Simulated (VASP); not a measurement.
Write the native input for VASP 6.6.1 that does the following.

* Task: single point
* Functional: PBE
* Potentials or basis: VASP PAW PBE potentials, release 64 (As, Fe, K_sv)
* Cutoff: 520 eV
* k mesh: 9 × 9 × 9
* Occupations: fermi-dirac, width 0.05 eV
* Spin: collinear spin, ferromagnetic start
* Starting moments: [0.0, 0.0, 3.0, 0.0] μB
* Dipole correction: no
* Further INCAR settings: ALGO = Normal; EDIFF = 1e-06; NBANDS = 26

The structure of KFeAs2 lies in POSCAR:

```
KFeAs2
1.0
   -1.9670765391      1.9670765391      6.3401786555
    1.9670765391     -1.9670765391      6.3401786555
    1.9670765391      1.9670765391     -6.3401786555
As Fe K
2 1 1
Direct
    0.3307380000      0.3307380000      0.0000000000
    0.6692620000      0.6692620000      0.0000000000
    0.2500000000      0.7500000000      0.5000000000
    0.0000000000      0.0000000000      0.0000000000
```

These files were run (other wordings do the same):

INCAR

```
SYSTEM = KFeAs2
PREC     = Accurate       ! precision mode
ENCUT    = 520            ! plane-wave cutoff, eV
EDIFF    = 1E-6           ! SCF threshold, eV
ISMEAR   = -1             ! smearing method
SIGMA    = 0.05           ! smearing width, eV
LREAL    = .False.        ! projectors in reciprocal space
LASPH    = .True.         ! aspherical terms in the spheres
NELM     = 150            ! most SCF steps
ALGO     = Normal         ! electronic algorithm
ISIF     = 2              ! what is computed and relaxed
LWAVE    = .False.        ! write WAVECAR
LCHARG   = .True.         ! write CHGCAR
ISPIN    = 2              ! spin polarisation
MAGMOM   = 0 0 3 0        ! initial moments
LORBIT   = 11             ! projections on sites
LMAXMIX  = 4              ! l up to which the mixer works
GGA      = PE             ! functional
LELF     = .True.         ! ELF
LVHAR    = .True.       
NBANDS   = 26             ! bands
```

KPOINTS

```
regular mesh
0
Gamma
  9 9 9
  0 0 0
```

Potentials or basis: VASP PAW PBE potentials, release 64 (As, Fe, K_sv).

Run with:

```sh
$ cat potpaw_PBE.64/As/POTCAR potpaw_PBE.64/Fe/POTCAR potpaw_PBE.64/K_sv/POTCAR > POTCAR
$ mpirun -np 1 vasp_std > vasp.out
```

It gave:

```json
{
 "Pressure": "1.4 GPa",
 "Largest force": "0.209 eV/Å",
 "Net moment": "0.57 μB per cell",
 "Site moments": "As -0.02; Fe +0.60; K -0.00 μB",
 "Valence electrons inside the program's atomic spheres": "As 2.78; Fe 7.53; K 7.57"
}
```

Caveat: a cell with one magnetic atom can't hold antiferromagnetic order, which such compounds often take.

It took 14 min on 1 thread of Intel(R) Xeon(R) 6975P-C (Granite Rapids), with other jobs on the host, peak memory 0.7 GiB.
